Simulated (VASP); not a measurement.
# SnSe2 (P-3m1) in VASP: further runs

Runs on SnSe2. Level: PBEsol+D3(BJ). Tasks: single point, relaxation of cell and atoms.

Program: VASP 6.6.1. These are calculated values, not measurements. Logs are shortened: lines on timing, memory, paths and dates and some standing lists are left out, and cuts for length are marked.

## (1) The cell of the first run

The structure is trigonal, space group P-3m1 (No. 164). Conventional cell: a = 3.791 Å, b = 3.791 Å, c = 5.764 Å, α = 90.00°, β = 90.00°, γ = 120.00°. Within 3.6 Å of Sn (site symmetry -3m) lie 6 Se at 2.70 Å. Within 3.6 Å of Se (site symmetry 3m) lie 3 Sn at 2.70 Å and 3 Se at 3.39 Å.

## (2) Single point, PBEsol+D3(BJ)

Input file INCAR:

```
SYSTEM = SnSe2
ALGO = Normal ; EDIFF = 1E-6
ENCUT = 520 ; GGA = PS
ISIF = 2 ; ISMEAR = 0
IVDW = 12 ; LASPH = .True.
LCHARG = .True. ; LELF = .True.
LREAL = .False. ; LVHAR = .True.
LWAVE = .False. ; NBANDS = 20
NELM = 100 ; PREC = Accurate
SIGMA = 0.02
```

Input file KPOINTS:

```
k-points
0
Gamma
  12 12 8
  0 0 0
```

Input file POSCAR:

```
SnSe2
1.0
    3.7906268798      0.0000000000      0.0000000000
   -1.8953134399      3.2827791742      0.0000000000
    0.0000000000      0.0000000000      5.7643599616
Sn Se
1 2
Direct
    0.0000000000      0.0000000000      0.0000000000
    0.3333333333      0.6666666667      0.2750655891
    0.6666666667      0.3333333333      0.7249344109
```

Potentials or basis: VASP PAW PBE potentials, release 64 (Sn_d, Se).

Command:

```console
cat potpaw_PBE.64/Sn_d/POTCAR potpaw_PBE.64/Se/POTCAR > POTCAR
mpirun -np 1 vasp_std > vasp.out
```

OUTCAR:

```text
SYSTEM = SnSe2
   EDIFF = 1E-6
   ENCUT = 520
   GGA = PS
   ISIF = 2
   ISMEAR = 0
   IVDW = 12
   LASPH = .True.
   LREAL = .False.
   NELM = 100
   PREC = Accurate
 IVDW          = 12

 ion  position               nearest neighbor table
   1  0.000  0.000  0.000-   2 2.70   3 2.70   3 2.70   2 2.70   3 2.70   2 2.70
   2  0.333  0.667  0.275-   1 2.70   1 2.70   1 2.70
   3  0.667  0.333  0.725-   1 2.70   1 2.70   1 2.70

  LATTYP: Found a hexagonal cell.
 ALAT       =     3.7906268798
 C/A-ratio  =     1.5206877766

  Lattice vectors:

 A1 = (   3.7906268798,   0.0000000000,   0.0000000000)
 A2 = (  -1.8953134399,   3.2827791742,   0.0000000000)
 A3 = (   0.0000000000,   0.0000000000,   5.7643599616)

Analysis of symmetry for initial positions (statically):
=====================================================================
 Subroutine PRICEL returns:
 Original cell was already a primitive cell.

 Routine SETGRP: Setting up the symmetry group for a
 hexagonal supercell.

 Subroutine GETGRP returns: Found 12 space group operations
 (whereof 12 operations were pure point group operations)
 out of a pool of 24 trial point group operations.

The static configuration has the point symmetry D_3d.

Analysis of symmetry for dynamics (positions and initial velocities):
=====================================================================
 Subroutine PRICEL returns:
 Original cell was already a primitive cell.

 Routine SETGRP: Setting up the symmetry group for a
 hexagonal supercell.

 Subroutine GETGRP returns: Found 12 space group operations
 (whereof 12 operations were pure point group operations)
 out of a pool of 24 trial point group operations.

The dynamic configuration has the point symmetry D_3d.

 Subroutine INISYM returns: Found 12 space group operations
 (whereof 12 operations are pure point group operations),
 and found     1 'primitive' translations

----------------------------------------------------------------------------------------

                                     Primitive cell

  volume of cell :      71.7305

  direct lattice vectors                    reciprocal lattice vectors
     3.790626880  0.000000000  0.000000000     0.263808608  0.152309971  0.000000000
    -1.895313440  3.282779174  0.000000000     0.000000000  0.304619941  0.000000000
     0.000000000  0.000000000  5.764359962     0.000000000  0.000000000  0.173479798

  length of vectors
[... 74 lines left out ...]
 SYSTEM =  SnSe2
   PREC   = accura    normal or accurate (medium, high low for compatibility)
   ISTART =      0    job   : 0-new  1-cont  2-samecut
   ICHARG =      2    charge: 1-file 2-atom 10-const
   ISPIN  =      1    spin polarized calculation?
   LNONCOLLINEAR =      F non collinear calculations
   LSORBIT =      F    spin-orbit coupling
   LASPH  =      T    aspherical Exc in radial PAW
   ENCUT  =  520.0 eV  38.22 Ry    6.18 a.u.   7.05  7.05 10.72*2*pi/ulx,y,z
   NELM   =    100;   NELMIN=  2; NELMDL= -5     # of ELM steps
   EDIFF  = 0.1E-05   stopping-criterion for ELM
   LREAL  =      F    real-space projection
[... 7 lines left out ...]
   TEBEG  =    0.0;   TEEND  =   0.0 temperature during run
   PSTRESS=    0.0 pullay stress
   NELECT =      26.0000    total number of electrons
   NUPDOWN=      -1.0000    fix difference up-down
   EMIN   =  10.00;   EMAX   =-10.00  energy-range for DOS
   EFERMI =   0.00;   METHOD = LEGACY
   ISMEAR =     0;   SIGMA  =   0.02  broadening in eV -4-tet -1-fermi 0-gaus
   EFERMI_NEDOS =   21; number of points for ismear=-14 and -15
   IALGO  =     38    algorithm
   IMIX   =      4    mixing-type and parameters
     AMIX     =   0.40;   BMIX     =  1.00
     AMIX_MAG =   1.60;   BMIX_MAG =  1.00
  volume/ion in A,a.u.               =      23.91       161.35
  Fermi-wavevector in a.u.,A,eV,Ry     =   1.167252  2.205787 18.537633  1.362478
  Thomas-Fermi vector in A             =   2.303755
   LORBIT       =      0    0 simple, 1 ext, 2 COOP (PROOUT), +10 PAW based schemes
   GGA     = PS    functional components
   LHFCALC =     F    Hartree Fock is set to
   AEXX    =    0.0000 exact exchange contribution
   IVDW    =    12    specifies the selected vdW correction
   LEPSILON=     F    determine dielectric tensor
   LRPA    =     F    only Hartree local field effects (RPA)
 non-spin polarized calculation
 Gauss-broadening in eV      SIGMA  =   0.02
  energy-cutoff  :      520.00
  volume of cell :       71.73
 maximum number of plane-waves:      1949
   NGX = 15   NGY = 15   NGZ = 21

 number of electron      25.9999999 magnetization

 Free energy of the ion-electron system (eV)
  ---------------------------------------------------
  ext. energy  EPLUGINS =         0.00000000
  ---------------------------------------------------
  free energy    TOTEN  =       -12.94406781 eV

  energy without entropy =      -12.94406609  energy(sigma->0) =      -12.94406695

 E-fermi :   5.3299     XC(G=0): -10.0936

 val. band max:        5.2887930345   @ k =   0.0833   0.0833   0.0000
 cond. band min:       5.3710337351   @ k =   0.0000   0.4167   0.3750
 fundamental gap:      0.0822407006
 Fermi energy:         5.3299133989

 k-point     1 :       0.0000    0.0000    0.0000
  band No.  band energies     occupation
      1     -16.2681      2.00000
      2     -16.2681      2.00000
      3     -16.2291      2.00000
      4     -16.2145      2.00000
      5     -16.2145      2.00000
      6      -9.2576      2.00000
[... 541 lines left out ...]
     19      12.6103      0.00000
     20      13.6586      0.00000

 [... further k-points ...]

------------------------ aborting loop because EDIFF is reached ----------------------------------------

 Edisp (eV)   -1.06448

 E8    (eV) :    -0.7015

  FORCE on cell =-STRESS in cart. coord.  units (eV):
  Direction    XX          YY          ZZ          XY          YZ          ZX
  --------------------------------------------------------------------------------------
  -------------------------------------------------------------------------------------
  Total       0.06125     0.06125     0.06576    -0.00000    -0.00000     0.00000
  in kB       1.36805     1.36805     1.46889    -0.00000    -0.00000     0.00000
  external pressure =        1.40 kB  Pullay stress =        0.00 kB

 VOLUME and BASIS-vectors are now :
 -----------------------------------------------------------------------------
  energy-cutoff  :      520.00
  volume of cell :       71.73
      direct lattice vectors                 reciprocal lattice vectors
     3.790626880  0.000000000  0.000000000     0.263808608  0.152309971  0.000000000
    -1.895313440  3.282779174  0.000000000     0.000000000  0.304619941  0.000000000
     0.000000000  0.000000000  5.764359962     0.000000000  0.000000000  0.173479798

 POSITION                                       TOTAL-FORCE (eV/Angst)
 -----------------------------------------------------------------------------------
      0.00000      0.00000      0.00000         0.000000      0.000000     -0.000000
     -0.00000      2.18852      1.58558        -0.000000     -0.000000      0.021823
      1.89531      1.09426      4.17878         0.000000      0.000000     -0.021823
 -----------------------------------------------------------------------------------
    total drift:                               -0.000000      0.000000     -0.000000

  FREE ENERGIE OF THE ION-ELECTRON SYSTEM (eV)
  ---------------------------------------------------
  free  energy   TOTEN  =       -14.0085510704 eV

  energy  without entropy=      -14.0085493551  energy(sigma->0) =      -14.00855021
```

Wall time 2.3 min (1 thread of AMD EPYC 7R13, shared host); peak memory 0.32 GiB.

What came out:

```
Free energy                : -14.0086 eV
Pressure                   : 0.1 GPa
Largest force              : 0.022 eV/Å
Band gap on the k mesh     : 0.08 eV (least direct gap 0.70 eV)
Dispersion energy per atom : -0.355 eV
```

Forces on the atoms (eV/Å):
```
Sn   0.000  0.000  0.000
Se   0.000  0.000  0.022
Se   0.000  0.000 -0.022
```

Caveat: semilocal functionals underestimate gaps, and a narrow one can read as zero; the PAW data sets were made with another functional, which shifts forces and pressure a little; spin-orbit coupling is left out, which moves the levels of the heavy elements. A k mesh can miss the band edges.

## (3) Relaxation of cell and atoms, PBEsol+D3(BJ)

This run uses another cell than the first one, of 25.73 Å³/atom.

Input file INCAR:

```
SYSTEM = SnSe2
ALGO     = Normal         ! electronic algorithm
EDIFF    = 1E-6           ! SCF threshold, eV
EDIFFG   = -0.002         ! ionic threshold
ENCUT    = 600            ! plane-wave cutoff, eV
GGA      = PS             ! functional
IBRION   = 2              ! ionic algorithm
ISIF     = 3              ! what is computed and relaxed
ISMEAR   = 0              ! smearing method
IVDW     = 12             ! dispersion correction
LASPH    = .TRUE.         ! aspherical terms in the spheres
LCHARG   = .FALSE.        ! write CHGCAR
LREAL    = .FALSE.        ! projectors in reciprocal space
LWAVE    = .FALSE.        ! write WAVECAR
NELM     = 100            ! most SCF steps
NSW      = 80             ! ionic steps
PREC     = Accurate       ! precision mode
SIGMA    = 0.02           ! smearing width, eV
```

Input file KPOINTS:

```
k-points
0
G
  12 12 8
  0 0 0
```

Input file POSCAR:

```
SnSe2
1.0
    3.8110000000      0.0000000000      0.0000000000
   -1.9055000000      3.3004228138      0.0000000000
    0.0000000000      0.0000000000      6.1370000000
Sn Se
1 2
Direct
    0.0000000000      0.0000000000      0.0000000000
    0.3333333333      0.6666666667      0.2500000000
    0.6666666667      0.3333333333      0.7500000000
```

Potentials or basis: VASP PAW PBE potentials, release 64 (Sn_d, Se).

Command:

```console
cat potpaw_PBE.64/Sn_d/POTCAR potpaw_PBE.64/Se/POTCAR > POTCAR
mpirun -np 1 vasp_std > vasp.out
```

Wall time 36 min (1 thread of AMD EPYC 7R13, shared host); peak memory 0.4 GiB.

The run converged. Its results:

| Item | Value |
| --- | --- |
| Free energy | -14.0092 eV |
| Relaxed volume | 23.94 Å³/atom |
| Relaxed cell | a = 3.793 Å, b = 3.793 Å, c = 5.764 Å, α = 90.00°, β = 90.00°, γ = 120.00° |
| Space group after relaxing (to 0.1 Å) | P-3m1 (No. 164) |
| Energy gained by relaxing | 24.3 meV/atom |
| Ionic steps | 39 |
| Pressure after relaxing | 0.0 GPa |
| Band gap on the k mesh | 0.07 eV (least direct gap 0.69 eV) |
| Dispersion energy per atom | -0.354 eV |

Step by step:
```
step  energy change (eV)  largest force (eV/Å)  pressure (GPa)  volume (Å³)
   1              0.0000                0.5723            0.29        77.19
   2             -0.0219                0.1573           -1.22        77.72
   3             -0.0223                0.1052           -1.43        77.78
   4             -0.0372                0.1132           -0.20        75.49
   5             -0.0377                0.1143            0.14        74.94
   6             -0.0476                0.1209            0.22        74.24
   7             -0.0668                0.1377            0.75        72.12
   8             -0.0349                0.1871            3.20        67.79
   9             -0.0671                0.1952            1.33        71.13
  10             -0.0729                0.0274            0.26        71.61
  11             -0.0730                0.0045            0.04        71.70
  12             -0.0730                0.0005            0.06        71.69
  13             -0.0730                0.0002            0.04        71.72
  14             -0.0730                0.0003            0.02        71.77
  15             -0.0730                0.0012           -0.01        71.86
  16             -0.0730                0.0004            0.03        71.80
  17             -0.0730                0.0009           -0.01        71.84
  18             -0.0730                0.0006            0.02        71.82
  19             -0.0730                0.0007           -0.01        71.81
  20             -0.0730                0.0006           -0.01        71.81
  21             -0.0730                0.0031            0.04        71.79
  22             -0.0730                0.0011            0.01        71.80
  23             -0.0730                0.0012            0.03        71.80
  24             -0.0730                0.0006            0.03        71.80
  25             -0.0730                0.0006            0.02        71.81
  26             -0.0730                0.0006            0.01        71.81
  27             -0.0730                0.0006            0.01        71.81
  28             -0.0730                0.0006            0.01        71.81
  29             -0.0730                0.0006            0.01        71.81
  30             -0.0730                0.0006            0.01        71.81
  31             -0.0730                0.0006            0.01        71.81
  32             -0.0730                0.0006            0.01        71.81
  33             -0.0730                0.0006            0.01        71.81
  34             -0.0730                0.0006            0.01        71.81
  35             -0.0730                0.0006            0.01        71.81
  36             -0.0730                0.0006            0.01        71.81
  37             -0.0730                0.0006            0.01        71.81
  38             -0.0730                0.0006            0.01        71.81
  39             -0.0730                0.0006            0.00        71.82
```

Final structure:
```yaml
crystal:
  lattice:
    - [3.79315, 0.00000, 0.00000]
    - [-1.89658, 3.28497, 0.00000]
    - [0.00000, 0.00000, 5.76373]
  atoms:
    - { symbol: Sn, position: [0.00000, 0.00000, 0.00000] }
    - { symbol: Se, position: [0.33333, 0.66667, 0.27538] }
    - { symbol: Se, position: [0.66667, 0.33333, 0.72462] }
```

Levels at points of the mesh, in eV from the valence-band top:
```tsv
k point	band 9	band 10	band 11	band 12	band 13	band 14	band 15	band 16	band 17
(0.00, 0.00, 0.00)	-0.96	-0.96	-0.90	-0.90	-0.17	0.51	2.66	4.33	4.33
(0.50, 0.00, 0.00)	-4.72	-3.86	-3.11	-2.31	-0.53	1.07	3.17	4.40	4.47
(0.00, 0.00, 0.50)	-3.01	-1.22	-1.22	-0.49	-0.49	2.47	2.49	3.76	3.76
(0.50, 0.00, 0.50)	-5.68	-2.67	-2.29	-1.52	-1.46	0.51	3.50	4.25	5.46
```

Caveat: semilocal functionals underestimate gaps, and a narrow one can read as zero; the PAW data sets were made with another functional, which shifts forces and pressure a little; spin-orbit coupling is left out, which moves the levels of the heavy elements. A k mesh can miss the band edges.
